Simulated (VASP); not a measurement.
Here is a VASP 6.6.1 calculation.

File INCAR:

```
ALGO     = Normal         # electronic algorithm
EDIFF    = 1E-6           # SCF threshold, eV
ENCUT    = 520            # plane-wave cutoff, eV
GGA      = PS             # functional
ISIF     = 2              # what is computed and relaxed
ISMEAR   = 0              # smearing method
LASPH    = True           # aspherical terms in the spheres
LCHARG   = False          # write CHGCAR
LREAL    = False          # projectors in reciprocal space
LWAVE    = False          # write WAVECAR
NBANDS   = 16             # bands
NELM     = 60             # most SCF steps
PREC     = Accurate       # precision mode
SIGMA    = 0.05           # smearing width, eV
```

The input KPOINTS:

```
k-points
0
Gamma
  10 10 10
```

File POSCAR:

```
GaP
1.0
    0.0000000000      2.7194378942      2.7194378942
    2.7194378942      0.0000000000      2.7194378942
    2.7194378942      2.7194378942      0.0000000000
Ga P
1 1
Direct
    0.0000000000      0.0000000000      0.0000000000
    0.7500000000      0.7500000000      0.7500000000
```

Potentials or basis: VASP PAW PBE potentials, release 64 (Ga_d, P).

Run with:

```bash
$ cat potpaw_PBE.64/Ga_d/POTCAR potpaw_PBE.64/P/POTCAR > POTCAR
$ mpirun -np 1 vasp_std > vasp.out
```

Q: What does it give for the band gap on the k mesh?

A: 1.47 eV, indirect (least direct gap 1.80 eV).

Q: Estimate the pressure.

A: -0.1 GPa.

Caveat: the PAW data sets were made with another functional, which shifts forces and pressure a little.

**The experiment to reproduce.**

“Stacking defects in GaP nanowires: Electronic structure and optical properties”, 2018, arxiv:1810.01194 quotes, for a bulk crystal of GaP at 10 K: band gap 2.34 eV (indirect).

Against the measured gap of GaP, 2.34 eV (indirect; 10 K; quoted in “Stacking defects in GaP nanowires: Electronic structure and optical properties”, 2018, arxiv:1810.01194), the calculated 1.47 eV is off by -0.87 eV. Spin-orbit coupling on Ga is left out. The value is that of PBEsol on a finite k mesh, which can miss the band edges, without temperature or zero-point motion. Semilocal functionals fall short of measured gaps as a rule.
